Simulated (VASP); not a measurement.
Write the native input for VASP 6.6.1 that does the following.

* Task: single point
* Functional: PBE
* Potentials or basis: VASP PAW PBE potentials, release 64 (Ti_sv, In_d, P)
* Cutoff: 520 eV
* k mesh: 12 × 12 × 10
* Occupations: gaussian, width 0.1 eV
* Spin: no spin polarisation
* Dipole correction: no
* Further INCAR settings: ALGO = Fast; EDIFF = 1e-06; NBANDS = 22

The structure of TiInP lies in POSCAR:

```
TiInP
1.0
    4.1446269724      0.0000000000      0.0000000000
   -2.0723134862      3.5893522473      0.0000000000
    0.0000000000      0.0000000000      4.0334271180
Ti In P
1 1 1
Direct
    0.6666666667      0.3333333333      0.5000000000
    0.0000000000      0.0000000000      0.0000000000
    0.3333333333      0.6666666667      0.5000000000
```

The cell was generated, and may not be a known phase.

One way to write it, as run:

INCAR

```
SYSTEM = TiInP
ALGO = Fast
EDIFF = 1E-6
ENCUT = 520
GGA = PE
ISIF = 2
ISMEAR = 0
LASPH = .True.
LCHARG = .False.
LREAL = .False.
LWAVE = .False.
NBANDS = 22
NELM = 100
PREC = Accurate
SIGMA = 0.1
```

KPOINTS

```
k-points
0
Gamma
  12 12 10
  0 0 0
```

Potentials or basis: VASP PAW PBE potentials, release 64 (Ti_sv, In_d, P).

Run with:

```sh
$ cat potpaw_PBE.64/Ti_sv/POTCAR potpaw_PBE.64/In_d/POTCAR potpaw_PBE.64/P/POTCAR > POTCAR
$ mpirun -np 1 vasp_std > vasp.out
```

Results of the run:

| Property | Result |
| --- | --- |
| Pressure | -0.1 GPa |
| Band gap on the k mesh | zero (bands 15 and 16 overlap by 1.43 eV) |

Caveat: spin-orbit coupling is left out, which moves the levels of the heavy elements.

Wall time 5.9 min on 1 thread of Oxide Virtual Turin-like Processor (shared host), peak memory 0.26 GiB.
